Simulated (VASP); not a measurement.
Write the native input for VASP 6.6.1 that does the following.

| Quantity | Value |
| --- | --- |
| Task | single point |
| Functional | PBE |
| Dispersion | D3(BJ) |
| Potentials or basis | VASP PAW PBE potentials, release 64 (In_d, Se) |
| Cutoff | 520 eV |
| k mesh | 6 × 6 × 2 |
| Occupations | gaussian, width 0.1 eV |
| Spin | no spin polarisation |
| Dipole correction | no |
| Further INCAR settings | ALGO = Normal; EDIFF = 1e-07; NBANDS = 48 |

The structure of InSe lies in POSCAR:

```
InSe
1.0
    4.0435953843      0.0000000000      0.0000000000
   -2.0217976921      3.5018563254      0.0000000000
    0.0000000000      0.0000000000     16.7615307882
In Se
4 4
Direct
    0.3333333333      0.6666666667      0.1665097162
    0.6666666667      0.3333333333      0.6665097162
    0.3333333333      0.6666666667      0.3334902838
    0.6666666667      0.3333333333      0.8334902838
    0.3333333333      0.6666666667      0.5902354744
    0.6666666667      0.3333333333      0.0902354744
    0.3333333333      0.6666666667      0.9097645256
    0.6666666667      0.3333333333      0.4097645256
```

The input as run:

INCAR

```
PREC     = Accurate       # precision mode
ENCUT    = 520            # plane-wave cutoff, eV
EDIFF    = 1E-7           # SCF threshold, eV
ISMEAR   = 0              # smearing method
SIGMA    = 0.1            # smearing width, eV
LREAL    = False          # projectors in reciprocal space
LASPH    = True           # aspherical terms in the spheres
NELM     = 100            # most SCF steps
ALGO     = Normal         # electronic algorithm
ISIF     = 2              # what is computed and relaxed
LWAVE    = False          # write WAVECAR
LCHARG   = False          # write CHGCAR
GGA      = PE             # functional
IVDW     = 12             # dispersion correction
NBANDS   = 48             # bands
```

KPOINTS

```
Automatic mesh
0
Gamma
  6 6 2
```

Potentials or basis: VASP PAW PBE potentials, release 64 (In_d, Se).

Run with:

```bash
$ cat potpaw_PBE.64/In_d/POTCAR potpaw_PBE.64/Se/POTCAR > POTCAR
$ mpirun -np 1 vasp_std > vasp.out
```

It gave:

| Property | Result |
| --- | --- |
| Pressure | -0.1 GPa |
| Largest force | 0.045 eV/Å |
| Band gap on the k mesh | 0.31 eV |
| Dispersion energy per atom | -0.295 eV |

Caveat: semilocal functionals underestimate gaps, and a narrow one can read as zero; spin-orbit coupling is left out, which moves the levels of the heavy elements.

Run time: 2.4 min on 1 thread of Intel(R) Xeon(R) Platinum 8559C (Emerald Rapids) (shared host), peak memory 0.4 GiB.
